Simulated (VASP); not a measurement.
Write the native input for VASP 6.6.1 that does the following.

| Quantity | Value |
| --- | --- |
| Task | single point |
| Functional | LDA |
| Potentials or basis | VASP PAW LDA potentials, release 64 (Mg, H, P, N, O) |
| Cutoff | 520 eV |
| k mesh | 4 × 4 × 6 |
| Occupations | gaussian, width 0.02 eV |
| Spin | no spin polarisation |
| Dipole correction | no |
| Further INCAR settings | LREAL = Auto; ALGO = Normal; EDIFF = 1e-07; NBANDS = 68 |

The structure of MgPH6NO5 lies in POSCAR:

```
MgPH6NO5
1.0
    5.5034549654      0.0000000000      0.0000000000
    0.0000000000      8.7560326004      0.0000000000
    0.0000000000      0.0000000000      4.6434708940
Mg H P N O
2 12 2 2 10
Direct
    0.0000000000      0.9763024517      0.0179434767
    0.5000000000      0.0236975483      0.5179434767
    0.0000000000      0.4584831614      0.3366001440
    0.5000000000      0.5415168386      0.8366001440
    0.0000000000      0.4532762561      0.9604945240
    0.5000000000      0.5467237439      0.4604945240
    0.1569988160      0.5922046839      0.1405760310
    0.3430011840      0.4077953161      0.6405760310
    0.8430011840      0.5922046839      0.1405760310
    0.6569988160      0.4077953161      0.6405760310
    0.1430478455      0.8143693466      0.5809948521
    0.3569521545      0.1856306534      0.0809948521
    0.8569521545      0.8143693466      0.5809948521
    0.6430478455      0.1856306534      0.0809948521
    0.0000000000      0.1918264167      0.5894772878
    0.5000000000      0.8081735833      0.0894772878
    0.0000000000      0.5254601323      0.1450716689
    0.5000000000      0.4745398677      0.6450716689
    0.0000000000      0.1617308007      0.2688642515
    0.5000000000      0.8382691993      0.7688642515
    0.0000000000      0.3653438714      0.6450244372
    0.5000000000      0.6346561286      0.1450244372
    0.2222913061      0.1164050117      0.7390446882
    0.2777086939      0.8835949883      0.2390446882
    0.7777086939      0.1164050117      0.7390446882
    0.7222913061      0.8835949883      0.2390446882
    0.0000000000      0.8037550343      0.7107930676
    0.5000000000      0.1962449657      0.2107930676
```

These files were run (other wordings do the same):

INCAR

```
PREC = Accurate ; ENCUT = 520
EDIFF = 1E-7 ; ISMEAR = 0
SIGMA = 0.02 ; LREAL = Auto
LASPH = T ; NELM = 100
ALGO = Normal ; ISIF = 2
LWAVE = F ; LCHARG = F
NBANDS = 68
```

KPOINTS

```
Automatic mesh
0
Gamma
  4 4 6
```

Potentials or basis: VASP PAW LDA potentials, release 64 (Mg, H, P, N, O).

Run with:

```console
$ cat potpaw_LDA.64/Mg/POTCAR potpaw_LDA.64/H/POTCAR potpaw_LDA.64/P/POTCAR potpaw_LDA.64/N/POTCAR potpaw_LDA.64/O/POTCAR > POTCAR
$ mpirun -np 1 vasp_std > vasp.out
```

Results of the run:

| Quantity | Value |
| --- | --- |
| Pressure | -0.6 GPa |
| Largest force | 0.159 eV/Å |
| Band gap on the k mesh | 5.24 eV (least direct gap 5.30 eV) |

It took 13 min on 1 thread of Intel Xeon 8259CL, with other jobs on the host, peak memory 0.49 GiB.
